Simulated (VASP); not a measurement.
TiCo:

```
CELL_PARAMETERS angstrom
3.00589 0.00000 0.00000
0.00000 3.00589 0.00000
0.00000 0.00000 3.00589
ATOMIC_POSITIONS crystal
Co 0.50000 0.50000 0.50000
Ti 0.00000 0.00000 0.00000
```

Base run:

| Property | Result |
| --- | --- |
| Program | VASP 6.6.1 |
| Functional | PBE |
| Potentials or basis | VASP PAW PBE potentials, release 64 (Co_sv, Ti_sv) |
| Cutoff | 600 eV |
| k mesh | 9 × 9 × 9 |
| Occupations | fermi-dirac, width 0.05 eV |
| Spin | collinear spin, ferromagnetic start |
| Starting moments | [2.0, 1.0] μB |

Its results: pressure -5.1 GPa; net moment 0.84 μB per cell; site moments Co +0.94; Ti -0.05 μB.

The run is repeated on the same cell with these changes: potentials or basis from VASP PAW PBE potentials, release 64 (Co_sv, Ti_sv) to VASP PAW PBE potentials, release 64 (Co, Ti_sv); cutoff from 600 eV to 520 eV; further incar settings from ALGO = Normal; EDIFF = 1e-06; NBANDS = 26 to ALGO = Normal; EDIFF = 1e-06; NBANDS = 22; valence electrons from 29 to 21. What comes out?

Pressure -4.1 GPa; net moment 0.82 μB per cell; site moments Co +0.93; Ti -0.04 μB.
